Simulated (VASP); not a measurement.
# Pd (Fm-3m) in VASP: a series of runs

The runs below take Pd through single point, with PBE.

Everything below comes from runs of VASP 6.6.1. Logs are shortened: lines on timing, memory, paths and dates and some standing lists are left out, and cuts for length are marked.

### 1 The cell of the first run

It takes space group Fm-3m (No. 225, cubic). The conventional cell has a = 3.916 Å, b = 3.916 Å, c = 3.916 Å, α = 90.00°, β = 90.00°, γ = 90.00°. Within 3.6 Å of Pd (site symmetry m-3m) lie 12 Pd at 2.77 Å.

### 2 Single point, PBE

INCAR reads:

```
PREC = Accurate
ENCUT = 520
EDIFF = 1E-6
ISMEAR = -1
SIGMA = 0.06122561905347299
LREAL = False
LASPH = True
NELM = 60
ALGO = Normal
ISIF = 2
LWAVE = False
LCHARG = False
GGA = PE
NBANDS = 11
```

KPOINTS reads:

```
regular mesh
0
Gamma
  24 24 24
```

POSCAR reads:

```
Pd
1.0
    0.0000000000      1.9578588184      1.9578588184
    1.9578588184      0.0000000000      1.9578588184
    1.9578588184      1.9578588184      0.0000000000
Pd
1
Direct
    0.0000000000      0.0000000000      0.0000000000
```

Potentials or basis: VASP PAW PBE potentials, release 64 (Pd).

Command:

```bash
$ cat potpaw_PBE.64/Pd/POTCAR > POTCAR
$ mpirun -np 1 vasp_std > vasp.out
```

OUTCAR:

```text
PREC = Accurate
   ENCUT = 520
   EDIFF = 1E-6
   ISMEAR = -1
   LREAL = False
   LASPH = True
   NELM = 60
   ISIF = 2
   GGA = PE

 ion  position               nearest neighbor table
   1  0.000  0.000  0.000-

  LATTYP: Found a face centered cubic cell.
 ALAT       =     3.9157176368

  Lattice vectors:

 A1 = (   0.0000000000,   1.9578588184,   1.9578588184)
 A2 = (   1.9578588184,   0.0000000000,   1.9578588184)
 A3 = (   1.9578588184,   1.9578588184,   0.0000000000)

Analysis of symmetry for initial positions (statically):
=====================================================================
 Subroutine PRICEL returns:
 Original cell was already a primitive cell.

 Routine SETGRP: Setting up the symmetry group for a
 face centered cubic supercell.

 Subroutine GETGRP returns: Found 48 space group operations
 (whereof 48 operations were pure point group operations)
 out of a pool of 48 trial point group operations.

The static configuration has the point symmetry O_h .

Analysis of symmetry for dynamics (positions and initial velocities):
=====================================================================
 Subroutine PRICEL returns:
 Original cell was already a primitive cell.

 Routine SETGRP: Setting up the symmetry group for a
 face centered cubic supercell.

 Subroutine GETGRP returns: Found 48 space group operations
 (whereof 48 operations were pure point group operations)
 out of a pool of 48 trial point group operations.

The dynamic configuration has the point symmetry O_h .

 Subroutine INISYM returns: Found 48 space group operations
 (whereof 48 operations are pure point group operations),
 and found     1 'primitive' translations

----------------------------------------------------------------------------------------

                                     Primitive cell

  volume of cell :      15.0098

  direct lattice vectors                    reciprocal lattice vectors
     0.000000000  1.957858818  1.957858818    -0.255381029  0.255381029  0.255381029
     1.957858818  0.000000000  1.957858818     0.255381029 -0.255381029  0.255381029
     1.957858818  1.957858818  0.000000000     0.255381029  0.255381029 -0.255381029

  length of vectors
     2.768830494  2.768830494  2.768830494     0.442332918  0.442332918  0.442332918

  position of ions in fractional coordinates (direct lattice)
     0.000000000  0.000000000  0.000000000

  ion indices of the primitive-cell ions
   primitive index   ion index
                 1           1

----------------------------------------------------------------------------------------

 KPOINTS: regular mesh

Automatic generation of k-mesh.
 Grid dimensions read from file:
 generate k-points for:   24   24   24

 Generating k-lattice:

  Cartesian coordinates                     Fractional coordinates (reciprocal lattice)
    -0.010640876  0.010640876  0.010640876     0.041666667  0.000000000  0.000000000
     0.010640876 -0.010640876  0.010640876     0.000000000  0.041666667  0.000000000
     0.010640876  0.010640876 -0.010640876     0.000000000  0.000000000  0.041666667

  Length of vectors
     0.018430538  0.018430538  0.018430538

  Shift w.r.t. Gamma in fractional coordinates (k-lattice)
     0.000000000  0.000000000  0.000000000

 Subroutine IBZKPT returns following result:
 ===========================================

 Found    413 irreducible k-points:

 Following reciprocal coordinates:
            Coordinates               Weight
  0.000000  0.000000  0.000000      1.000000
  0.041667  0.000000  0.000000      8.000000
  0.083333  0.000000  0.000000      8.000000
  0.125000  0.000000  0.000000      8.000000
  0.166667  0.000000  0.000000      8.000000
  0.208333  0.000000  0.000000      8.000000
[... 16 lines left out ...]
  0.416667  0.041667  0.000000     24.000000
  0.458333  0.041667  0.000000     24.000000
 [... further k-points ...]
   k-points           NKPTS =    413   k-points in BZ     NKDIM =    413   number of bands    NBANDS=     11
   number of dos      NEDOS =    301   number of ions     NIONS =      1
   total plane-waves  NPLWV =  13824
   dimension x,y,z NGX =    24 NGY =   24 NGZ =   24
   dimension x,y,z NGXF=    48 NGYF=   48 NGZF=   48
   ions per type =               1
   NGX,Y,Z   is equivalent  to a cutoff of  14.41, 14.41, 14.41 a.u.
   NGXF,Y,Z  is equivalent  to a cutoff of  28.82, 28.82, 28.82 a.u.
 SYSTEM =  unknown system
   PREC   = accura    normal or accurate (medium, high low for compatibility)
   ISTART =      0    job   : 0-new  1-cont  2-samecut
   ICHARG =      2    charge: 1-file 2-atom 10-const
   ISPIN  =      1    spin polarized calculation?
   LNONCOLLINEAR =      F non collinear calculations
   LSORBIT =      F    spin-orbit coupling
   LASPH  =      T    aspherical Exc in radial PAW
   ENCUT  =  520.0 eV  38.22 Ry    6.18 a.u.   5.15  5.15  5.15*2*pi/ulx,y,z
   NELM   =     60;   NELMIN=  2; NELMDL= -5     # of ELM steps
   EDIFF  = 0.1E-05   stopping-criterion for ELM
   LREAL  =      F    real-space projection
   EDIFFG = 0.1E-04   stopping-criterion for IOM
   NSW    =      0    number of steps for IOM
   IBRION =     -1    ionic relax: 0-MD 1-quasi-New 2-CG
   NFREE  =      0    steps in history (QN), initial steepest desc. (CG)
   ISIF   =      2    stress and relaxation
   ISYM   =      2    0-nonsym 1-usesym 2-fastsym
   POTIM  = 0.5000    time-step for ionic-motion
   TEBEG  =    0.0;   TEEND  =   0.0 temperature during run
   PSTRESS=    0.0 pullay stress
   NELECT =      10.0000    total number of electrons
   NUPDOWN=      -1.0000    fix difference up-down
   EMIN   =  10.00;   EMAX   =-10.00  energy-range for DOS
   EFERMI =   0.00;   METHOD = LEGACY
   ISMEAR =    -1;   SIGMA  =   0.06  broadening in eV -4-tet -1-fermi 0-gaus
   EFERMI_NEDOS =   21; number of points for ismear=-14 and -15
   IALGO  =     38    algorithm
   IMIX   =      4    mixing-type and parameters
     AMIX     =   0.40;   BMIX     =  1.00
     AMIX_MAG =   1.60;   BMIX_MAG =  1.00
  volume/ion in A,a.u.               =      15.01       101.29
  Fermi-wavevector in a.u.,A,eV,Ry     =   1.429827  2.701981 27.815818  2.044405
  Thomas-Fermi vector in A             =   2.549738
   LORBIT       =      0    0 simple, 1 ext, 2 COOP (PROOUT), +10 PAW based schemes
   GGA     = PE    functional components
   LHFCALC =     F    Hartree Fock is set to
   AEXX    =    0.0000 exact exchange contribution
   IVDW    =     0    specifies the selected vdW correction
   LEPSILON=     F    determine dielectric tensor
   LRPA    =     F    only Hartree local field effects (RPA)
 non-spin polarized calculation
  energy-cutoff  :      520.00
  volume of cell :       15.01
 maximum number of plane-waves:       419
 NGX is ok and might be reduce to    24
   NGX = 11   NGY = 11   NGZ = 11

 number of electron      10.0000000 magnetization

 number of electron       9.9999999 magnetization

 Free energy of the ion-electron system (eV)
  ---------------------------------------------------
  ext. energy  EPLUGINS =         0.00000000
  ---------------------------------------------------
  free energy    TOTEN  =        -5.22912306 eV

  energy without entropy =       -5.20210933  energy(sigma->0) =       -5.21561620

 E-fermi :   9.5031     XC(G=0): -13.0758

 val. band max:        9.5030462680   @ k =   0.5000   0.2500   0.0417
 cond. band min:       9.5043098041   @ k =  -0.3750   0.4167   0.0417
 fundamental gap:      0.0012635362
 Fermi energy:         9.5031362991

 k-point     1 :       0.0000    0.0000    0.0000
  band No.  band energies     occupation
      1       2.4860      2.00000
      2       6.7332      2.00000
      3       6.7332      2.00000
      4       6.7332      2.00000
      5       8.2975      2.00000
      6       8.2975      2.00000
      7      26.6745      0.00000
      8      31.3513      0.00000
      9      31.3513      0.00000
     10      31.3513      0.00000
     11      35.7764      0.00000

 k-point     2 :       0.0417    0.0000    0.0000
  band No.  band energies     occupation
      1       2.5485      2.00000
      2       6.7109      2.00000
      3       6.7550      2.00000
      4       6.7550      2.00000
      5       8.2868      2.00000
      6       8.2868      2.00000
      7      26.7405      0.00000
      8      30.8965      0.00000
      9      31.4214      0.00000
     10      31.4214      0.00000
     11      35.8282      0.00000

 k-point     3 :       0.0833    0.0000    0.0000
  band No.  band energies     occupation
      1       2.7325      2.00000
      2       6.6501      2.00000
      3       6.8159      2.00000
      4       6.8159      2.00000
      5       8.2600      2.00000
      6       8.2600      2.00000
      7      26.9119      0.00000
      8      29.8579      0.00000
      9      31.6252      0.00000
     10      31.6252      0.00000
     11      35.8701      0.00000

 k-point     4 :       0.1250    0.0000    0.0000
  band No.  band energies     occupation
      1       3.0255      2.00000
      2       6.5700      2.00000
      3       6.9009      2.00000
      4       6.9009      2.00000
      5       8.2335      2.00000
      6       8.2335      2.00000
      7      27.0648      0.00000
      8      28.6717      0.00000
      9      31.9417      0.00000
     10      31.9417      0.00000
     11      36.4129      0.00000

 k-point     5 :       0.1667    0.0000    0.0000
  band No.  band energies     occupation
      1       3.4011      2.00000
      2       6.5064      2.00000
      3       6.9831      2.00000
      4       6.9831      2.00000
      5       8.2358      2.00000
      6       8.2358      2.00000
      7      26.6299      0.00000
      8      27.9487      0.00000
      9      32.3300      0.00000
     10      32.3300      0.00000
     11      35.5739      0.00000

 k-point     6 :       0.2083    0.0000    0.0000
  band No.  band energies     occupation
      1       3.8067      2.00000
      2       6.5205      2.00000
      3       7.0283      2.00000
      4       7.0283      2.00000
      5       8.3011      2.00000
      6       8.3011      2.00000
      7      25.3560      0.00000
      8      27.8521      0.00000
      9      32.7090      0.00000
     10      32.7090      0.00000
     11      35.1070      0.00000

 k-point     7 :       0.2500    0.0000    0.0000
  band No.  band energies     occupation
      1       4.1547      2.00000
      2       6.7058      2.00000
      3       7.0179      2.00000
      4       7.0179      2.00000
      5       8.4454      2.00000
      6       8.4454      2.00000
      7      23.8756      0.00000
      8      27.6818      0.00000
      9      32.9035      0.00000
     10      32.9035      0.00000
     11      35.1434      0.00000

 k-point     8 :       0.2917    0.0000    0.0000
  band No.  band energies     occupation
      1       4.3611      2.00000
      2       6.9622      2.00000
      3       6.9622      2.00000
      4       7.1456      2.00000
      5       8.6519      2.00000
      6       8.6519      2.00000
      7      22.3404      0.00000
      8      27.3479      0.00000
      9      32.6659      0.00000
     10      32.6659      0.00000
     11      35.4875      0.00000
[... 141 lines left out ...]
 k-point    19 :       0.2500    0.0417    0.0000
  band No.  band energies     occupation
      1       4.1015      2.00000
      2       6.5381      2.00000
      3       7.0413      2.00000
      4       7.0655      2.00000
      5       8.2794      2.00000
      6       8.5414      2.00000
      7      24.4165      0.00000
      8      27.7788      0.00000
      9      31.7768      0.00000
     10      33.6967      0.00000
     11      34.3660      0.00000

 k-point    20 :       0.2917    0.0417    0.0000
  band No.  band energies     occupation
      1       4.3589      2.00000
      2       6.8375      2.00000
      3       6.9994      2.00000
      4       7.0260      2.00000
      5       8.5186      2.00000
      6       8.7296      1.99999
      7      22.8882      0.00000
      8      27.4932      0.00000
      9      31.6101      0.00000
     10      33.6379      0.00000
     11      34.4459      0.00000

 k-point    21 :       0.3333    0.0417    0.0000
  band No.  band energies     occupation
      1       4.4629      2.00000
      2       6.8793      2.00000
      3       6.9567      2.00000
      4       7.4167      2.00000
      5       8.8386      1.99996
      6       8.9463      1.99978
      7      21.3448      0.00000
      8      27.1063      0.00000
      9      31.2534      0.00000
     10      32.7524      0.00000
     11      35.2218      0.00000

 k-point    22 :       0.3750    0.0417    0.0000
  band No.  band energies     occupation
      1       4.4666      2.00000
      2       6.7955      2.00000
      3       6.8786      2.00000
      4       8.0625      2.00000
      5       9.1570      1.99301
      6       9.2514      1.96777
      7      19.8444      0.00000
      8      26.7188      0.00000
      9      30.8299      0.00000
     10      31.8770      0.00000
     11      35.8600      0.00000

 k-point    23 :       0.4167    0.0417    0.0000
  band No.  band energies     occupation
      1       4.4315      2.00000
      2       6.7234      2.00000
      3       6.8076      2.00000
      4       8.6158      2.00000
      5       9.3301      1.88808
      6       9.8121      0.01279
      7      18.4657      0.00000
      8      26.3973      0.00000
      9      30.4688      0.00000
     10      31.1226      0.00000
     11      35.9662      0.00000

 k-point    24 :       0.4583    0.0417    0.0000
  band No.  band energies     occupation
      1       4.3950      2.00000
      2       6.6746      2.00000
      3       6.7544      2.00000
      4       8.9593      1.99972
      5       9.4399      1.47519
      6      10.4570      0.00000
      7      17.3429      0.00000
      8      26.1764      0.00000
      9      30.2593      0.00000
     10      30.5484      0.00000
     11      35.8572      0.00000

 [... further k-points ...]
[... 5 lines left out ...]
  --------------------------------------------------------------------------------------
  -------------------------------------------------------------------------------------
  Total        0.3259468      0.3259468      0.3259468     -0.0000000      0.0000000      0.0000000
  in kB       34.7923018     34.7923018     34.7923018     -0.0000000      0.0000000      0.0000000
  external PRESSURE =      34.7923018 kB  Pullay stress =       0.0000000 kB

 VOLUME and BASIS-vectors are now :
 -----------------------------------------------------------------------------
  energy-cutoff  :      520.00
  volume of cell :       15.01
      direct lattice vectors                 reciprocal lattice vectors
     0.000000000  1.957858818  1.957858818    -0.255381029  0.255381029  0.255381029
     1.957858818  0.000000000  1.957858818     0.255381029 -0.255381029  0.255381029
     1.957858818  1.957858818  0.000000000     0.255381029  0.255381029 -0.255381029

 POSITION                                       TOTAL-FORCE (eV/Angst)
 -----------------------------------------------------------------------------------
      0.00000      0.00000      0.00000         0.000000      0.000000      0.000000
 -----------------------------------------------------------------------------------
    total drift:                               -0.000000      0.000000     -0.000000

  FREE ENERGIE OF THE ION-ELECTRON SYSTEM (eV)
  ---------------------------------------------------
  free  energy   TOTEN  =        -5.2291230634 eV

  energy  without entropy=       -5.2021093271  energy(sigma->0) =       -5.21561620
```

It took 74 s on 1 thread of Intel Xeon 8259CL, shared host; peak memory 0.2 GiB.

Results:

| Property | Result |
| --- | --- |
| Free energy | -5.2291 eV |
| Pressure | 3.5 GPa |
| Band gap on the k mesh | zero (bands 5 and 6 overlap by 1.54 eV) |

Caveat: the cell stands under pressure.

(Part 1 of 2 ends here.)
